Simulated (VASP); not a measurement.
A run of VASP 6.6.1 is set up as follows.

INCAR

```
ALGO = Normal
EDIFF = 1E-6
ENCUT = 500
GGA = PE
GGA_COMPAT = F
ISIF = 2
ISMEAR = 1
LASPH = T
LCHARG = F
LREAL = F
LWAVE = F
NBANDS = 16
NELM = 120
PREC = Accurate
SIGMA = 0.05
```

KPOINTS

```
k-points
0
Gamma
  3 3 2
```

POSCAR

```
Cs
1.0
    5.5663060500      0.0000000000      0.0000000000
   -2.7831530300      4.8205624500      0.0000000000
    0.0000000000      0.0000000000      9.2584789600
Cs
2
Direct
    0.3333333296      0.6666666687      0.2500000000
    0.6666666694      0.3333333292      0.7500000000
```

Potentials or basis: VASP PAW PBE potentials, release 64 (Cs_sv).

Launch:

```sh
$ cat potpaw_PBE.64/Cs_sv/POTCAR > POTCAR
$ mpirun -np 1 vasp_std > vasp.out
```

(1) Estimate the band gap on the k mesh.

(2) What does it give for the pressure?

## Answers

(1) zero (bands 9 and 10 overlap by 1.84 eV).

(2) -0.1 GPa.

Caveat: the k points lie up to 0.43 Å⁻¹ apart, too coarse for converged energies and pressures of a metal; spin-orbit coupling is left out, which moves the levels of the heavy elements.
